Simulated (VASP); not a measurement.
# Al3Ge2Ru (P4mm) in VASP: further runs

Al3Ge2Ru is run at these levels: PBE; tasks: single point.

Everything below comes from runs of VASP 6.6.1. Logs are shortened: lines on timing, memory, paths and dates and some standing lists are left out, and cuts for length are marked.

## Step 1: The cell of the first run

Symmetry: P4mm, No. 99, tetragonal system. The conventional cell has a = 3.860 Å, b = 3.860 Å, c = 6.785 Å, α = 90.00°, β = 90.00°, γ = 90.00°. Within 3.5 Å of Al (site symmetry 4mm) lie 5 Ge at 2.64 to 3.28 Å and 4 Ru at 2.81 Å and 4 Al at 2.97 Å. Al (site symmetry 2mm) has 2 Ru at 2.49 Å and 4 Ge at 2.70 to 3.32 Å and 6 Al at 2.73 to 2.97 Å within 3.4 Å. Ge (site symmetry 4mm) has 1 Ru at 2.51 Å and 4 Ge at 2.85 Å and 8 Al at 3.28 to 3.32 Å within 3.4 Å. Ge (site symmetry 4mm) has 5 Al at 2.64 to 2.70 Å and 4 Ge at 2.85 Å within 3.5 Å. Within 3.3 Å of Ru (site symmetry 4mm) lie 8 Al at 2.49 to 2.81 Å and 1 Ge at 2.51 Å.

The cell was generated, and may not be a known phase.

## Step 2: Single point, PBE

Contents of INCAR:

```
SYSTEM = Al3Ge2Ru
PREC = Accurate
ENCUT = 520
EDIFF = 1E-7
ISMEAR = 0
SIGMA = 0.1
LREAL = .False.
LASPH = .True.
NELM = 100
ALGO = Fast
ISIF = 2
LWAVE = .False.
LCHARG = .False.
GGA = PE
NBANDS = 34
```

Contents of KPOINTS:

```
Automatic mesh
0
Gamma
  10 10 6
  0 0 0
```

Contents of POSCAR:

```
Al3Ge2Ru
1.0
    3.8601331962      0.0000000000      0.0000000000
    0.0000000000      3.8601331962      0.0000000000
    0.0000000000      0.0000000000      6.7849718498
Al Ge Ru
3 2 1
Direct
    0.5000000000      0.5000000000      0.3720356427
    0.5000000000      0.0000000000      0.0386971579
    0.0000000000      0.5000000000      0.0386971579
    0.0000000000      0.0000000000      0.6408070651
    0.5000000000      0.5000000000      0.7608851805
    0.0000000000      0.0000000000      0.2712721760
```

Potentials or basis: VASP PAW PBE potentials, release 64 (Al, Ge_d, Ru_pv).

Run with:

```
$ cat potpaw_PBE.64/Al/POTCAR potpaw_PBE.64/Ge_d/POTCAR potpaw_PBE.64/Ru_pv/POTCAR > POTCAR
$ mpirun -np 1 vasp_std > vasp.out
```

OUTCAR:

```text
SYSTEM = Al3Ge2Ru
   PREC = Accurate
   ENCUT = 520
   EDIFF = 1E-7
   ISMEAR = 0
   LREAL = .False.
   LASPH = .True.
   NELM = 100
   ISIF = 2
   GGA = PE

 ion  position               nearest neighbor table
   1  0.500  0.500  0.372-   5 2.64   6 2.81   6 2.81   6 2.81   6 2.81   2 2.97   3 2.97   3 2.97
                             2 2.97
   2  0.500  0.000  0.039-   6 2.49   6 2.49   5 2.70   5 2.70   3 2.73   3 2.73   3 2.73   3 2.73
                             1 2.97   1 2.97
   3  0.000  0.500  0.039-   6 2.49   6 2.49   5 2.70   5 2.70   2 2.73   2 2.73   2 2.73   2 2.73
                             1 2.97   1 2.97
   4  0.000  0.000  0.641-   6 2.51   5 2.85   5 2.85   5 2.85   5 2.85
   5  0.500  0.500  0.761-   1 2.64   2 2.70   3 2.70   2 2.70   3 2.70   4 2.85   4 2.85   4 2.85
                             4 2.85
   6  0.000  0.000  0.271-   2 2.49   3 2.49   3 2.49   2 2.49   4 2.51   1 2.81   1 2.81   1 2.81
                             1 2.81

  LATTYP: Found a simple tetragonal cell.
 ALAT       =     3.8601331962
 C/A-ratio  =     1.7577040752

  Lattice vectors:

 A1 = (   3.8601331962,   0.0000000000,   0.0000000000)
 A2 = (   0.0000000000,   3.8601331962,   0.0000000000)
 A3 = (   0.0000000000,   0.0000000000,   6.7849718498)

Analysis of symmetry for initial positions (statically):
=====================================================================
 Subroutine PRICEL returns:
 Original cell was already a primitive cell.

 Routine SETGRP: Setting up the symmetry group for a
 simple tetragonal supercell.

 Subroutine GETGRP returns: Found  8 space group operations
 (whereof  8 operations were pure point group operations)
 out of a pool of 16 trial point group operations.

The static configuration has the point symmetry C_4v.

Analysis of symmetry for dynamics (positions and initial velocities):
=====================================================================
 Subroutine PRICEL returns:
 Original cell was already a primitive cell.

 Routine SETGRP: Setting up the symmetry group for a
 simple tetragonal supercell.

 Subroutine GETGRP returns: Found  8 space group operations
 (whereof  8 operations were pure point group operations)
 out of a pool of 16 trial point group operations.

The dynamic configuration has the point symmetry C_4v.

 Subroutine INISYM returns: Found  8 space group operations
 (whereof  8 operations are pure point group operations),
 and found     1 'primitive' translations

----------------------------------------------------------------------------------------

                                     Primitive cell

  volume of cell :     101.1003

  direct lattice vectors                    reciprocal lattice vectors
     3.860133196  0.000000000  0.000000000     0.259058418  0.000000000  0.000000000
     0.000000000  3.860133196  0.000000000     0.000000000  0.259058418  0.000000000
     0.000000000  0.000000000  6.784971850     0.000000000  0.000000000  0.147384547

  length of vectors
     3.860133196  3.860133196  6.784971850     0.259058418  0.259058418  0.147384547

  position of ions in fractional coordinates (direct lattice)
     0.500000000  0.500000000  0.372035643
     0.500000000  0.000000000  0.038697158
     0.000000000  0.500000000  0.038697158
     0.000000000  0.000000000  0.640807065
     0.500000000  0.500000000  0.760885180
     0.000000000  0.000000000  0.271272176

  ion indices of the primitive-cell ions
   primitive index   ion index
                 1           1
                 2           2
                 3           3
                 4           4
                 5           5
                 6           6

----------------------------------------------------------------------------------------

 KPOINTS: Automatic mesh

Automatic generation of k-mesh.
 Grid dimensions read from file:
 generate k-points for:   10   10    6

 Generating k-lattice:

  Cartesian coordinates                     Fractional coordinates (reciprocal lattice)
     0.025905842  0.000000000  0.000000000     0.100000000  0.000000000  0.000000000
     0.000000000  0.025905842  0.000000000     0.000000000  0.100000000  0.000000000
     0.000000000  0.000000000  0.024564091     0.000000000  0.000000000  0.166666667

  Length of vectors
     0.025905842  0.025905842  0.024564091

  Shift w.r.t. Gamma in fractional coordinates (k-lattice)
     0.000000000  0.000000000  0.000000000

 Subroutine IBZKPT returns following result:
 ===========================================

 Found     84 irreducible k-points:

 Following reciprocal coordinates:
            Coordinates               Weight
  0.000000  0.000000  0.000000      1.000000
  0.100000  0.000000  0.000000      4.000000
  0.200000  0.000000  0.000000      4.000000
  0.300000  0.000000  0.000000      4.000000
  0.400000  0.000000  0.000000      4.000000
  0.500000  0.000000  0.000000      2.000000
[... 16 lines left out ...]
  0.100000  0.000000  0.166667      8.000000
  0.200000  0.000000  0.166667      8.000000
 [... further k-points ...]
   k-points           NKPTS =     84   k-points in BZ     NKDIM =     84   number of bands    NBANDS=     34
   number of dos      NEDOS =    301   number of ions     NIONS =      6
   total plane-waves  NPLWV =  45000
   dimension x,y,z NGX =    30 NGY =   30 NGZ =   50
   dimension x,y,z NGXF=    60 NGYF=   60 NGZF=  100
   ions per type =               3   2   1
   NGX,Y,Z   is equivalent  to a cutoff of  12.92, 12.92, 12.25 a.u.
   NGXF,Y,Z  is equivalent  to a cutoff of  25.84, 25.84, 24.50 a.u.
 SYSTEM =  Al3Ge2Ru
   PREC   = accura    normal or accurate (medium, high low for compatibility)
   ISTART =      0    job   : 0-new  1-cont  2-samecut
   ICHARG =      2    charge: 1-file 2-atom 10-const
   ISPIN  =      1    spin polarized calculation?
   LNONCOLLINEAR =      F non collinear calculations
   LSORBIT =      F    spin-orbit coupling
   LASPH  =      T    aspherical Exc in radial PAW
   ENCUT  =  520.0 eV  38.22 Ry    6.18 a.u.   7.18  7.18 12.62*2*pi/ulx,y,z
   NELM   =    100;   NELMIN=  2; NELMDL= -5     # of ELM steps
   EDIFF  = 0.1E-06   stopping-criterion for ELM
   LREAL  =      F    real-space projection
   EDIFFG = 0.1E-05   stopping-criterion for IOM
   NSW    =      0    number of steps for IOM
   IBRION =     -1    ionic relax: 0-MD 1-quasi-New 2-CG
   NFREE  =      0    steps in history (QN), initial steepest desc. (CG)
   ISIF   =      2    stress and relaxation
   ISYM   =      2    0-nonsym 1-usesym 2-fastsym
   POTIM  = 0.5000    time-step for ionic-motion
   TEBEG  =    0.0;   TEEND  =   0.0 temperature during run
   PSTRESS=    0.0 pullay stress
   NELECT =      51.0000    total number of electrons
   NUPDOWN=      -1.0000    fix difference up-down
   EMIN   =  10.00;   EMAX   =-10.00  energy-range for DOS
   EFERMI =   0.00;   METHOD = LEGACY
   ISMEAR =     0;   SIGMA  =   0.10  broadening in eV -4-tet -1-fermi 0-gaus
   EFERMI_NEDOS =   21; number of points for ismear=-14 and -15
   IALGO  =     68    algorithm
   IMIX   =      4    mixing-type and parameters
     AMIX     =   0.40;   BMIX     =  1.00
     AMIX_MAG =   1.60;   BMIX_MAG =  1.00
  volume/ion in A,a.u.               =      16.85       113.71
  Fermi-wavevector in a.u.,A,eV,Ry     =   1.303209  2.462708 23.107499  1.698353
  Thomas-Fermi vector in A             =   2.434226
   LORBIT       =      0    0 simple, 1 ext, 2 COOP (PROOUT), +10 PAW based schemes
   GGA     = PE    functional components
   LHFCALC =     F    Hartree Fock is set to
   AEXX    =    0.0000 exact exchange contribution
   IVDW    =     0    specifies the selected vdW correction
   LEPSILON=     F    determine dielectric tensor
   LRPA    =     F    only Hartree local field effects (RPA)
 non-spin polarized calculation
 RMM-DIIS sequential band-by-band and
 Gauss-broadening in eV      SIGMA  =   0.10
  energy-cutoff  :      520.00
  volume of cell :      101.10
 maximum number of plane-waves:      2760
 NGX is ok and might be reduce to    30
   NGX = 15   NGY = 15   NGZ = 25

 number of electron      51.0000025 magnetization

 Free energy of the ion-electron system (eV)
  ---------------------------------------------------
  ext. energy  EPLUGINS =         0.00000000
  ---------------------------------------------------
  free energy    TOTEN  =       -30.32361612 eV

  energy without entropy =      -30.31351807  energy(sigma->0) =      -30.31856710

 E-fermi :   8.0422     XC(G=0): -11.0523

 val. band max:        8.0338653644   @ k =   0.5000   0.0000   0.0000
 cond. band min:       8.0489410157   @ k =   0.5000   0.4000   0.1667
 fundamental gap:      0.0150756513
 Fermi energy:         8.0422089829

 k-point     1 :       0.0000    0.0000    0.0000
  band No.  band energies     occupation
      1     -34.2601      2.00000
      2     -34.1042      2.00000
      3     -34.1042      2.00000
      4     -16.7722      2.00000
      5     -16.7552      2.00000
      6     -16.6585      2.00000
[... 26 lines left out ...]
     33      12.2450      0.00000
     34      12.9959      0.00000

 k-point     2 :       0.1000    0.0000    0.0000
  band No.  band energies     occupation
      1     -34.2600      2.00000
      2     -34.1053      2.00000
      3     -34.1041      2.00000
      4     -16.7709      2.00000
      5     -16.7540      2.00000
      6     -16.6594      2.00000
[... 26 lines left out ...]
     33      12.7699      0.00000
     34      13.4811      0.00000

 k-point     3 :       0.2000    0.0000    0.0000
  band No.  band energies     occupation
      1     -34.2597      2.00000
      2     -34.1082      2.00000
      3     -34.1039      2.00000
      4     -16.7674      2.00000
      5     -16.7507      2.00000
      6     -16.6616      2.00000
[... 26 lines left out ...]
     33      12.7964      0.00000
     34      12.8232      0.00000
[... 704 lines left out ...]
 k-point    23 :       0.1000    0.0000    0.1667
  band No.  band energies     occupation
      1     -34.2600      2.00000
      2     -34.1053      2.00000
      3     -34.1041      2.00000
      4     -16.7709      2.00000
      5     -16.7540      2.00000
      6     -16.6594      2.00000
[... 26 lines left out ...]
     33      13.0785      0.00000
     34      13.6631      0.00000

 k-point    24 :       0.2000    0.0000    0.1667
  band No.  band energies     occupation
      1     -34.2597      2.00000
      2     -34.1082      2.00000
      3     -34.1039      2.00000
      4     -16.7674      2.00000
      5     -16.7507      2.00000
      6     -16.6616      2.00000
[... 26 lines left out ...]
     33      12.9443      0.00000
     34      13.3546      0.00000

 [... further k-points ...]

------------------------ aborting loop because EDIFF is reached ----------------------------------------

  FORCE on cell =-STRESS in cart. coord.  units (eV):
  Direction    XX          YY          ZZ          XY          YZ          ZX
  --------------------------------------------------------------------------------------
  -------------------------------------------------------------------------------------
  Total       -0.0096678     -0.0096678      0.0014239      0.0000000      0.0000000      0.0000000
  in kB       -0.1532099     -0.1532099      0.0225658      0.0000000      0.0000000      0.0000000
  external PRESSURE =      -0.0946180 kB  Pullay stress =       0.0000000 kB

 VOLUME and BASIS-vectors are now :
 -----------------------------------------------------------------------------
  energy-cutoff  :      520.00
  volume of cell :      101.10
      direct lattice vectors                 reciprocal lattice vectors
     3.860133196  0.000000000  0.000000000     0.259058418  0.000000000  0.000000000
     0.000000000  3.860133196  0.000000000     0.000000000  0.259058418  0.000000000
     0.000000000  0.000000000  6.784971850     0.000000000  0.000000000  0.147384547

 POSITION                                       TOTAL-FORCE (eV/Angst)
 -----------------------------------------------------------------------------------
      1.93007      1.93007      2.52425         0.000000     -0.000000      0.000809
      1.93007      0.00000      0.26256         0.000000      0.000000     -0.002497
      0.00000      1.93007      0.26256         0.000000      0.000000     -0.002497
      0.00000      0.00000      4.34786         0.000000      0.000000      0.001713
      1.93007      1.93007      5.16258         0.000000     -0.000000      0.003817
      0.00000      0.00000      1.84057         0.000000      0.000000     -0.001345
 -----------------------------------------------------------------------------------
    total drift:                                0.000000      0.000000      0.000473

  FREE ENERGIE OF THE ION-ELECTRON SYSTEM (eV)
  ---------------------------------------------------
  free  energy   TOTEN  =       -30.3236161191 eV

  energy  without entropy=      -30.3135180735  energy(sigma->0) =      -30.31856710
```

It took 3.3 min on 1 thread of Intel Xeon 6975P-C (Granite Rapids), shared host; peak memory 0.39 GiB.

Results:

- Free energy: -30.3236 eV
- Pressure: 0.0 GPa
- Largest force: 0.004 eV/Å
- Band gap on the k mesh: zero (an odd number of electrons rules out a gap without spin polarisation)

Forces in eV/Å, atoms in the order of the input:
```
Al   0.000  0.000  0.001
Al   0.000  0.000 -0.002
Al   0.000  0.000 -0.002
Ge   0.000  0.000  0.002
Ge   0.000  0.000  0.004
Ru   0.000  0.000 -0.001
```

## Step 3: Single point, PBE, collinear spin, ferromagnetic start

This run uses another cell than the first one, of 16.80 Å³/atom.

Contents of INCAR:

```
ALGO = Normal ; EDIFF = 1E-6
ENCUT = 520 ; GGA = PE
ISIF = 2 ; ISMEAR = 0
ISPIN = 2 ; LASPH = True
LCHARG = False ; LMAXMIX = 4
LORBIT = 11 ; LREAL = False
LWAVE = False ; MAGMOM = 0 0 0 0 0 1
NBANDS = 38 ; NELM = 150
PREC = Accurate ; SIGMA = 0.1
```

Contents of KPOINTS:

```
k-points
0
Gamma
  4 4 4
```

Contents of POSCAR:

```
Al3Ge2Ru
1.0
    3.9058240939      0.0000000000      0.0000000000
    0.0000000000      3.9058240939      0.0000000000
    0.0000000000      0.0000000000      6.6063352426
Al Ge Ru
3 2 1
Direct
    0.5000000000      0.5000000000      0.3706998871
    0.5000000000      0.0000000000      0.0324497064
    0.0000000000      0.5000000000      0.0324497064
    0.0000000000      0.0000000000      0.6543596511
    0.5000000000      0.5000000000      0.7597443804
    0.0000000000      0.0000000000      0.2726910487
```

Potentials or basis: VASP PAW PBE potentials, release 64 (Al, Ge_d, Ru_pv).

Run with:

```
$ cat potpaw_PBE.64/Al/POTCAR potpaw_PBE.64/Ge_d/POTCAR potpaw_PBE.64/Ru_pv/POTCAR > POTCAR
$ mpirun -np 1 vasp_std > vasp.out
```

Wall time 65 s (1 thread of Intel Xeon 6975P-C (Granite Rapids), shared host); peak memory 0.29 GiB.

It converged, with:

| Item | Value |
| --- | --- |
| Free energy | -30.2167 eV |
| Pressure | -0.1 GPa |
| Largest force | 0.019 eV/Å |
| Net moment | 0.00 μB per cell |
| Valence electrons inside the program's atomic spheres | Al 0.72, 0.79 (each value once); Ge 12.21, 12.45; Ru 12.79 |

Forces in eV/Å, atoms in the order of the input:
```
Al   0.000  0.000 -0.003
Al   0.000  0.000 -0.009
Al   0.000  0.000 -0.009
Ge   0.000  0.000  0.007
Ge   0.000  0.000  0.019
Ru   0.000  0.000 -0.005
```

Levels at points of the mesh, in eV from the Fermi level:
Spin up:
```
           k point  band 21  band 22  band 23  band 24  band 25  band 26  band 27  band 28  band 29  band 30
(0.00, 0.00, 0.00)    -2.20    -2.20    -1.77    -1.39     0.71     1.40     1.71     1.71     2.48     3.18
(0.50, 0.00, 0.00)    -2.37    -2.13    -1.37    -0.76    -0.01     0.43     0.94     1.44     3.81     4.34
(0.50, 0.50, 0.00)    -3.88    -3.18    -1.89    -1.89    -1.80    -0.77    -0.25     1.11     1.11     1.37
(0.00, 0.00, 0.50)    -2.88    -1.42    -1.39    -1.05    -1.05     0.03     0.03     1.19     2.36     4.91
(0.50, 0.00, 0.50)    -2.27    -1.81    -0.93    -0.48    -0.30     0.50     1.06     1.30     2.08     2.87
(0.50, 0.50, 0.50)    -3.93    -2.00    -2.00    -1.84    -0.77    -0.65     0.62     1.33     1.82     1.82
```
Spin down:
```
           k point  band 21  band 22  band 23  band 24  band 25  band 26  band 27  band 28  band 29  band 30
(0.00, 0.00, 0.00)    -2.20    -2.20    -1.77    -1.39     0.71     1.40     1.71     1.71     2.48     3.18
(0.50, 0.00, 0.00)    -2.37    -2.13    -1.37    -0.76    -0.01     0.43     0.94     1.44     3.81     4.35
(0.50, 0.50, 0.00)    -3.88    -3.18    -1.89    -1.89    -1.80    -0.77    -0.25     1.11     1.11     1.37
(0.00, 0.00, 0.50)    -2.88    -1.42    -1.39    -1.05    -1.05     0.03     0.03     1.19     2.36     4.91
(0.50, 0.00, 0.50)    -2.27    -1.81    -0.93    -0.48    -0.30     0.50     1.06     1.30     2.08     2.87
(0.50, 0.50, 0.50)    -3.93    -2.00    -2.00    -1.84    -0.77    -0.65     0.62     1.33     1.82     1.82
```

Caveat: the k points lie up to 0.40 Å⁻¹ apart.

The gap in the log of VASP goes by the Fermi energy; the results here count the filled bands.